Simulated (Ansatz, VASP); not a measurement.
# AlRu: VASP beside Ansatz

```
CELL_PARAMETERS angstrom
3.03647 0.00000 0.00000
0.00000 2.99160 0.00000
0.00000 0.00000 2.99160
ATOMIC_POSITIONS crystal
Al 0.00000 0.00000 0.00000
Ru 0.50000 0.50000 0.50000
```

Change from the starting cell: strain +0.0150 x Voigt [1, 0, 0, 0, 0, 0], atoms carried along.

Alike in both runs: task single point; functional PBE; k mesh 16 × 16 × 16; occupations gaussian, width 0.15 eV; no spin polarisation.

```csv
,VASP,Ansatz
version,VASP 6.6.1,Ansatz 0.2.0
potentials or method,"VASP PAW PBE potentials, release 64 (Al, Ru_pv), cutoff 520 eV","scalar-relativistic, plane waves, PAW"
valence electrons in the cell,17,19
```

```tsv
	VASP	Ansatz	Ansatz less VASP
gap on the k mesh at the Fermi level (eV)	none	none	-
pressure (GPa)	-0.5	-0.4	+0.03
traceless stress, the component that is largest in VASP (GPa)	-1.63	-1.62	+0.007
```

A gap of «none» marks a metal or a gap that the smearing closes. VASP's potentials hold 17 valence electrons a cell and Ansatz's 19, so a difference there can come from the potentials and not from the codes.
